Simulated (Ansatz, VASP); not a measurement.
# One calculation of WS2, two programs

INCAR

```
PREC = Accurate
ENCUT = 520
EDIFF = 1E-7
ISMEAR = 0
SIGMA = 0.05
LREAL = False
LASPH = True
NELM = 100
ALGO = Normal
ISIF = 2
LWAVE = False
LCHARG = True
LDIPOL = True
IDIPOL = 3
DIPOL = 0.5 0.5 0.398
GGA = PE
IVDW = 12
LELF = True
LVHAR = True
LVACPOTAV = True
NBANDS = 35
```

The input KPOINTS:

```
regular mesh
0
Gamma
  9 9 1
```

Contents of POSCAR:

```
WS2
1.0
    3.1595456749      0.0000000000      0.0000000000
   -1.5797728375      2.7362468188      0.0000000000
    0.0000000000      0.0000000000     23.8042574588
S W
4 2
Direct
    0.3333333333      0.6666666667      0.1890418135
    0.3333333333      0.6666666667      0.3214605094
    0.5000000000      1.0000000000      0.4743743319
    0.5000000000      1.0000000000      0.6067930278
    0.6666666667      0.3333333333      0.2552511583
    0.8333333333      0.6666666667      0.5405836767
```

Input for Ansatz:

```yaml
crystal:
  lattice:
    - [3.1595456749, 0.0, 0.0]
    - [-1.5797728375, 2.7362468188, 0.0]
    - [0.0, 0.0, 23.8042574588]
  atoms:
    - { symbol: S, position: [0.3333333333, 0.6666666667, 0.1890418135] }
    - { symbol: W, position: [0.6666666667, 0.3333333333, 0.2552511583] }
    - { symbol: S, position: [0.3333333333, 0.6666666667, 0.3214605094] }
    - { symbol: S, position: [0.5, 1.0, 0.4743743319] }
    - { symbol: W, position: [0.8333333333, 0.6666666667, 0.5405836767] }
    - { symbol: S, position: [0.5, 1.0, 0.6067930278] }
basis:
  ecutwfc: 420
kpoints:
  mp_grid: { grid: [9, 9, 1] }
hamiltonian:
  xc: pbe
  pseudopotentials: { kind: paw, azcp: { folder: soft_1 } }
  dispersion: d3bj
scf:
  occupations: { method: gaussian, width: 0.05 }
output:
  forces: true
  eigenvalues: true
efield:
  axis: 3
  dipole_correction: true
  ramp_width: 0.04
```

Alike in both runs: task single point; functional PBE; dispersion D3(BJ); k mesh 9 × 9 × 1; occupations gaussian, width 0.05 eV; no spin polarisation.

|  | VASP | Ansatz |
| --- | --- | --- |
| version | VASP 6.6.1 | Ansatz 0.2.0 |
| potentials or method | VASP PAW PBE potentials, release 64 (S, W_sv), cutoff 520 eV | scalar-relativistic, plane waves, PAW |
| valence electrons in the cell | 52 | 52 |

Ansatz gave:

```
gap on the k mesh at the Fermi level (eV) : 1.79
least direct gap on the mesh (eV)         : 1.91
rms of the force components (eV/Å)        : 0.021
```

**Question.** What did VASP give for the same quantities?

**Answer.** gap on the k mesh at the Fermi level (eV): 1.80; least direct gap on the mesh (eV): 1.91; rms of the force components (eV/Å): 0.021.

Neither program's run includes spin-orbit coupling.
